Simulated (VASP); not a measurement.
# As (Fm-3m) in VASP: further runs, part 2 of 2

VASP 6.6.1. The steps go on from the part before.

**3. Relaxation of cell and atoms, PBE**

This run uses another cell than the first one, of 19.00 Å³/atom, 0.982 times its volume.

INCAR

```
PREC = Accurate
ENCUT = 600
EDIFF = 1E-6
ISMEAR = -1
SIGMA = 0.05
LREAL = F
LASPH = T
NELM = 60
ALGO = Normal
ISIF = 3
LWAVE = F
LCHARG = F
GGA = PE
IBRION = 2
NSW = 60
EDIFFG = -0.005
```

KPOINTS

```
regular mesh
0
Gamma
  17 17 17
```

POSCAR

```
As
1.0
    0.0000000000      2.1179117921      2.1179117921
    2.1179117921      0.0000000000      2.1179117921
    2.1179117921      2.1179117921      0.0000000000
As
1
Direct
    0.0000000000      0.0000000000      0.0000000000
```

Potentials or basis: VASP PAW PBE potentials, release 64 (As).

On the command line:

```bash
$ cat potpaw_PBE.64/As/POTCAR > POTCAR
$ mpirun -np 1 vasp_std > vasp.out
```

OUTCAR:

```text
PREC = Accurate
   ENCUT = 600
   EDIFF = 1E-6
   ISMEAR = -1
   LREAL = F
   LASPH = T
   NELM = 60
   ISIF = 3
   GGA = PE
   IBRION = 2
   NSW = 60
   EDIFFG = -0.005

 ion  position               nearest neighbor table
   1  0.000  0.000  0.000-

  LATTYP: Found a face centered cubic cell.
 ALAT       =     4.2358235842

  Lattice vectors:

 A1 = (   0.0000000000,   2.1179117921,   2.1179117921)
 A2 = (   2.1179117921,   0.0000000000,   2.1179117921)
 A3 = (   2.1179117921,   2.1179117921,   0.0000000000)

Analysis of symmetry for initial positions (statically):
=====================================================================
 Subroutine PRICEL returns:
 Original cell was already a primitive cell.

 Routine SETGRP: Setting up the symmetry group for a
 face centered cubic supercell.

 Subroutine GETGRP returns: Found 48 space group operations
 (whereof 48 operations were pure point group operations)
 out of a pool of 48 trial point group operations.

The static configuration has the point symmetry O_h .

Analysis of symmetry for dynamics (positions and initial velocities):
=====================================================================
 Subroutine PRICEL returns:
 Original cell was already a primitive cell.

 Routine SETGRP: Setting up the symmetry group for a
 face centered cubic supercell.

 Subroutine GETGRP returns: Found 48 space group operations
 (whereof 48 operations were pure point group operations)
 out of a pool of 48 trial point group operations.

The dynamic configuration has the point symmetry O_h .

 Subroutine INISYM returns: Found 48 space group operations
 (whereof 48 operations are pure point group operations),
 and found     1 'primitive' translations

----------------------------------------------------------------------------------------

                                     Primitive cell

  volume of cell :      19.0000

  direct lattice vectors                    reciprocal lattice vectors
     0.000000000  2.117911792  2.117911792    -0.236081598  0.236081598  0.236081598
     2.117911792  0.000000000  2.117911792     0.236081598 -0.236081598  0.236081598
     2.117911792  2.117911792  0.000000000     0.236081598  0.236081598 -0.236081598

  length of vectors
     2.995179580  2.995179580  2.995179580     0.408905322  0.408905322  0.408905322

  position of ions in fractional coordinates (direct lattice)
     0.000000000  0.000000000  0.000000000

  ion indices of the primitive-cell ions
   primitive index   ion index
                 1           1

----------------------------------------------------------------------------------------

 KPOINTS: regular mesh

Automatic generation of k-mesh.
 Grid dimensions read from file:
 generate k-points for:   17   17   17

 Generating k-lattice:

  Cartesian coordinates                     Fractional coordinates (reciprocal lattice)
    -0.013887153  0.013887153  0.013887153     0.058823529  0.000000000  0.000000000
[... 40 lines left out ...]
 [... further k-points ...]
   k-points           NKPTS =    165   k-points in BZ     NKDIM =    165   number of bands    NBANDS=      6
   number of dos      NEDOS =    301   number of ions     NIONS =      1
   total plane-waves  NPLWV =  13824
   dimension x,y,z NGX =    24 NGY =   24 NGZ =   24
   dimension x,y,z NGXF=    48 NGYF=   48 NGZF=   48
   ions per type =               1
   NGX,Y,Z   is equivalent  to a cutoff of  13.32, 13.32, 13.32 a.u.
   NGXF,Y,Z  is equivalent  to a cutoff of  26.64, 26.64, 26.64 a.u.
 SYSTEM =  unknown system
   PREC   = accura    normal or accurate (medium, high low for compatibility)
   ISTART =      0    job   : 0-new  1-cont  2-samecut
   ICHARG =      2    charge: 1-file 2-atom 10-const
   ISPIN  =      1    spin polarized calculation?
   LNONCOLLINEAR =      F non collinear calculations
   LSORBIT =      F    spin-orbit coupling
   LASPH  =      T    aspherical Exc in radial PAW
   ENCUT  =  600.0 eV  44.10 Ry    6.64 a.u.   5.98  5.98  5.98*2*pi/ulx,y,z
   NELM   =     60;   NELMIN=  2; NELMDL= -5     # of ELM steps
   EDIFF  = 0.1E-05   stopping-criterion for ELM
   LREAL  =      F    real-space projection
   EDIFFG = -.5E-02   stopping-criterion for IOM
   NSW    =     60    number of steps for IOM
   IBRION =      2    ionic relax: 0-MD 1-quasi-New 2-CG
   NFREE  =      1    steps in history (QN), initial steepest desc. (CG)
   ISIF   =      3    stress and relaxation
   ISYM   =      2    0-nonsym 1-usesym 2-fastsym
   POTIM  = 0.5000    time-step for ionic-motion
   TEBEG  =    0.0;   TEEND  =   0.0 temperature during run
   PSTRESS=    0.0 pullay stress
   NELECT =       5.0000    total number of electrons
   NUPDOWN=      -1.0000    fix difference up-down
   EMIN   =  10.00;   EMAX   =-10.00  energy-range for DOS
   EFERMI =   0.00;   METHOD = LEGACY
   ISMEAR =    -1;   SIGMA  =   0.05  broadening in eV -4-tet -1-fermi 0-gaus
   EFERMI_NEDOS =   21; number of points for ismear=-14 and -15
   IALGO  =     38    algorithm
   IMIX   =      4    mixing-type and parameters
     AMIX     =   0.40;   BMIX     =  1.00
     AMIX_MAG =   1.60;   BMIX_MAG =  1.00
  volume/ion in A,a.u.               =      19.00       128.22
  Fermi-wavevector in a.u.,A,eV,Ry     =   1.049092  1.982497 14.974495  1.100594
  Thomas-Fermi vector in A             =   2.184041
   LORBIT       =      0    0 simple, 1 ext, 2 COOP (PROOUT), +10 PAW based schemes
   GGA     = PE    functional components
   LHFCALC =     F    Hartree Fock is set to
   AEXX    =    0.0000 exact exchange contribution
   IVDW    =     0    specifies the selected vdW correction
   LEPSILON=     F    determine dielectric tensor
   LRPA    =     F    only Hartree local field effects (RPA)
 conjugate gradient relaxation of ions
 non-spin polarized calculation
  energy-cutoff  :      600.00
  volume of cell :       19.00
 maximum number of plane-waves:       646
   NGX = 11   NGY = 11   NGZ = 11

--------------------------------------- Ionic step        1  -------------------------------------------

 number of electron       5.0000000 magnetization

 Free energy of the ion-electron system (eV)
  ---------------------------------------------------
  ext. energy  EPLUGINS =         0.00000000
  ---------------------------------------------------
  free energy    TOTEN  =        -4.12687715 eV

  energy without entropy =       -4.12125268  energy(sigma->0) =       -4.12406492

------------------------ aborting loop because EDIFF is reached ----------------------------------------

  FORCE on cell =-STRESS in cart. coord.  units (eV):
  Direction    XX          YY          ZZ          XY          YZ          ZX
  --------------------------------------------------------------------------------------
  -------------------------------------------------------------------------------------
  Total        0.1769518      0.1769518      0.1769518      0.0000000     -0.0000000      0.0000000
  in kB       14.9214814     14.9214814     14.9214814      0.0000000     -0.0000000      0.0000000
  external PRESSURE =      14.9214814 kB  Pullay stress =       0.0000000 kB
[... 57 lines left out ...]
--------------------------------------- Ionic step        3  -------------------------------------------

 number of electron       5.0000001 magnetization

 Free energy of the ion-electron system (eV)
  ---------------------------------------------------
  ext. energy  EPLUGINS =         0.00000000
  ---------------------------------------------------
  free energy    TOTEN  =        -4.12848616 eV

  energy without entropy =       -4.12292340  energy(sigma->0) =       -4.12570478

 E-fermi :   6.4216     XC(G=0): -10.7061

 val. band max:        6.4072599460   @ k =   0.4706   0.2353   0.1176
 cond. band min:       6.4448415156   @ k =   0.4118   0.2941   0.0000
 fundamental gap:      0.0375815696
 Fermi energy:         6.4215955170

 k-point     1 :       0.0000    0.0000    0.0000
  band No.  band energies     occupation
      1      -8.6413      2.00000
      2      12.0012      0.00000
      3      12.0012      0.00000
      4      12.0012      0.00000
      5      18.6591      0.00000
      6      18.6591      0.00000
[... 199 lines left out ...]
 k-point    24 :      -0.1176    0.0588    0.0000
  band No.  band energies     occupation
      1      -8.1361      2.00000
      2       9.0877      0.00000
      3      10.6940      0.00000
      4      11.8937      0.00000
      5      17.6246      0.00000
      6      19.1794      0.00000

 [... further k-points ...]

------------------------ aborting loop because EDIFF is reached ----------------------------------------

  FORCE on cell =-STRESS in cart. coord.  units (eV):
  Direction    XX          YY          ZZ          XY          YZ          ZX
  --------------------------------------------------------------------------------------
  -------------------------------------------------------------------------------------
  Total       -0.0000335     -0.0000335     -0.0000335     -0.0000000     -0.0000000     -0.0000000
  in kB       -0.0027773     -0.0027773     -0.0027773     -0.0000000     -0.0000000     -0.0000000
  external PRESSURE =      -0.0027773 kB  Pullay stress =       0.0000000 kB
[... 16 lines left out ...]
  FREE ENERGIE OF THE ION-ELECTRON SYSTEM (eV)
  ---------------------------------------------------
  free  energy   TOTEN  =        -4.1284861648 eV

  energy  without entropy=       -4.1229234044  energy(sigma->0) =       -4.12570478

 reached required accuracy - stopping structural energy minimisation
```

OSZICAR:

```text
N       E                     dE             d eps       ncg     rms          rms(c)
DAV:   1     0.581470888293E+01    0.58147E+01   -0.23480E+03  1980   0.722E+02
DAV:   2    -0.399783722582E+01   -0.98125E+01   -0.94369E+01  2826   0.740E+01
DAV:   3    -0.413176461800E+01   -0.13393E+00   -0.13372E+00  2256   0.942E+00
[... 15 lines left out ...]
       N       E                     dE             d eps       ncg     rms          rms(c)
DAV:   1    -0.412883298819E+01   -0.60053E-03   -0.11603E-02  2004   0.686E-01    0.897E-02
DAV:   2    -0.412859337881E+01    0.23961E-03   -0.16717E-04  2166   0.114E-01    0.486E-02
DAV:   3    -0.412848653707E+01    0.10684E-03   -0.24320E-04  2016   0.974E-02    0.102E-02
DAV:   4    -0.412848616483E+01    0.37224E-06   -0.51950E-07  1890   0.914E-03
   3 F= -.41284862E+01 E0= -.41257048E+01  d E =-.160901E-02
```

CONTCAR:

```text
As
   1.00000000000000
     0.0000000000000000    2.1308241736931981    2.1308241736931981
     2.1308241736931981   -0.0000000000000000    2.1308241736931981
     2.1308241736931981    2.1308241736931981    0.0000000000000000
  As
     1
Direct
     0.0000000000000000    0.0000000000000000    0.0000000000000000

  0.00000000E+00  0.00000000E+00  0.00000000E+00
```

Wall time 26 s (1 thread of AMD EPYC 9R45 (Zen 5), shared host); peak memory 0.13 GiB.

Results:

```yaml
Free_energy: -4.1285 eV
Relaxed_volume: 19.35 Å³/atom
Relaxed_cell: a = 3.013 Å, b = 3.013 Å, c = 3.013 Å, α = 60.00°, β = 60.00°, γ = 60.00°
Space_group_after_relaxing_to_0.05_Å: Fm-3m (No. 225)
Energy_gained_by_relaxing: 1.6 meV/atom
Ionic_steps: 3
Pressure_after_relaxing: 0.0 GPa
```

The path:
| step | energy change (eV) | largest force (eV/Å) | pressure (GPa) | volume (Å³) |
| --- | --- | --- | --- | --- |
| 1 | 0.0000 | 0.0000 | 1.49 | 19.00 |
| 2 | -0.0014 | 0.0000 | -0.57 | 19.49 |
| 3 | -0.0016 | 0.0000 | 0.00 | 19.35 |

Final structure:
```
As
1.0
     0.00000    2.13082    2.13082
     2.13082    0.00000    2.13082
     2.13082    2.13082    0.00000
As
1
Direct
  0.00000 0.00000 0.00000
```

**4. Relaxation of cell and atoms, PBE**

INCAR

```
ALGO = Normal
EDIFF = 1E-6
EDIFFG = -0.005
ENCUT = 600
GGA = PE
IBRION = 2
ISIF = 3
ISMEAR = -1
LASPH = T
LCHARG = F
LREAL = F
LWAVE = F
NELM = 80
NSW = 45
PREC = Accurate
SIGMA = 0.05
```

KPOINTS

```
k-points
0
Gamma
  17 17 17
```

POSCAR

```
As
1.0
    0.0000000000      2.1304909830      2.1304909830
    2.1304909830      0.0000000000      2.1304909830
    2.1304909830      2.1304909830      0.0000000000
As
1
Direct
    0.0000000000      0.0000000000      0.0000000000
```

On the command line:

```bash
$ cat potpaw_PBE.64/As/POTCAR > POTCAR
$ mpirun -np 1 vasp_std > vasp.out
```

Run time: 7.3 s. Hardware: 1 thread of Intel Xeon 6975P-C, shared host; peak memory 0.15 GiB.

The run converged. Its results:

```
Free energy             : -4.1285 eV
Pressure after relaxing : 0.0 GPa
```

Final structure:
```
As
1.0
     0.00000    2.13049    2.13049
     2.13049    0.00000    2.13049
     2.13049    2.13049    0.00000
As
1
Direct
  0.00000 0.00000 0.00000
```

Levels at points of the mesh, in eV from the Fermi level:
```csv
k point,band 1,band 2,band 3,band 4,band 5,band 6
"(0.00, 0.00, 0.00)",-15.07,5.58,5.58,5.58,12.24,12.24
```

Caveat: the relaxation stopped at its first step, so nothing moved.

**5. Overview**

| task | cell | cutoff (eV) | gap on the mesh (eV) | pressure (GPa) |
| --- | --- | --- | --- | --- |
| single point | a = 3.013 Å, angles 60.0°, 1 atom | 520 | none | 0.0 |
| relaxation of cell and atoms | relaxed from a = 2.995 Å, angles 60.0°, 1 atom | 600 | none | 0.0 |
| relaxation of cell and atoms | relaxed from a = 3.013 Å, angles 60.0°, 1 atom | 600 | none | 0.0 |

Alike in all rows: level PBE; potentials or basis VASP PAW PBE potentials, release 64 (As); no spin polarisation; k mesh 17 × 17 × 17; smearing fermi-dirac 0.05 eV.

Caveats: the relaxation stopped at its first step, so nothing moved (some runs).

Absolute energies hang on the potentials; compare differences alone.
